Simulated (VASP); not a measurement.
Runs of VASP 6.6.1 on SnSe. The structure is that of space group Fm-3m (No. 225), or close to it. The cells are those of the table. 

| task | cell | cutoff (eV) | gap on the mesh (eV) | pressure (GPa) |
| --- | --- | --- | --- | --- |
| single point | a = 4.243 Å, angles 60.0°, 2 atoms | 520 | - | -2.7 |
| electric field gradients | a = 4.300 Å, angles 58.7°, 2 atoms | 400 | 0.37 | (b) |
| single point | a = 4.300, b = 4.300, c = 4.257 Å, angles 60.3, 60.3, 59.3°, 2 atoms | 520 | 0.52 | -4.0 |
| electric field gradients | a = 4.214, b = 4.214, c = 4.172 Å, angles 60.3, 60.3, 59.3°, 2 atoms | 520 | (a) | -1.1 |
| electric field gradients | a = 4.170 Å, angles 60.0°, 2 atoms | 520 | - | 0.1 |
| single point | a = 4.278, b = 4.278, c = 4.299 Å, angles 59.8, 59.8, 60.3°, 2 atoms | 520 | 0.58 | -4.0 |
| single point | a = 4.340 Å, angles 60.0°, 2 atoms | 520 | - | -5.5 |
| electric field gradients | a = 4.285 Å, angles 60.0°, 2 atoms | 520 | - | -4.1 |

Alike in all rows: level LDA; potentials or basis VASP PAW LDA potentials, release 64 (Sn_d, Se); no spin polarisation; k mesh 9 × 9 × 9; smearing fermi-dirac 0.02 eV.

Question: Fill in the values left out.

Answer: (a) 0.38; (b) -3.2.

Caveats: spin-orbit coupling is left out, which moves the levels of the heavy elements.

A k mesh can miss the band edges, and the runs leave out spin-orbit coupling on Se, Sn.
